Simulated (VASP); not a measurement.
Input of a VASP 6.6.1 run:

Contents of INCAR:

```
SYSTEM = Ni2Os
  PREC = Accurate
  ENCUT = 520
  EDIFF = 1E-6
  ISMEAR = 0
  SIGMA = 0.1
  LREAL = .FALSE.
  LASPH = .TRUE.
  NELM = 80
  ALGO = Fast
  ISIF = 2
  LWAVE = .FALSE.
  LCHARG = .FALSE.
  GGA = PE
  NBANDS = 21
```

The input KPOINTS:

```
Automatic mesh
0
G
  12 12 18
  0 0 0
```

The input POSCAR:

```
Ni2Os
1.0
    4.0586671879      0.0000000000      0.0000000000
   -2.0293335940      3.5149088902      0.0000000000
    0.0000000000      0.0000000000      2.5198096536
Ni Os
2 1
Direct
    0.3333333333      0.6666666667      0.5000000000
    0.6666666667      0.3333333333      0.5000000000
    0.0000000000      0.0000000000      0.0000000000
```

Potentials or basis: VASP PAW PBE potentials, release 64 (Ni, Os).

The run is started by

```bash
$ cat potpaw_PBE.64/Ni/POTCAR potpaw_PBE.64/Os/POTCAR > POTCAR
$ mpirun -np 1 vasp_std > vasp.out
```

Problem. Predict the band gap on the k mesh.

Solution. Zero (bands 14 and 15 overlap by 0.86 eV).

Problem. What does it give for the pressure?

Solution. -0.2 GPa.

Stress tensor (GPa, compression positive):
```
-0.05  0.00  0.00
 0.00 -0.05  0.00
 0.00  0.00 -0.52
```

Caveat: spin-orbit coupling is left out, which moves the levels of the heavy elements. Spin polarisation is off, so any magnetic state and its effect on volume and gap are missing.
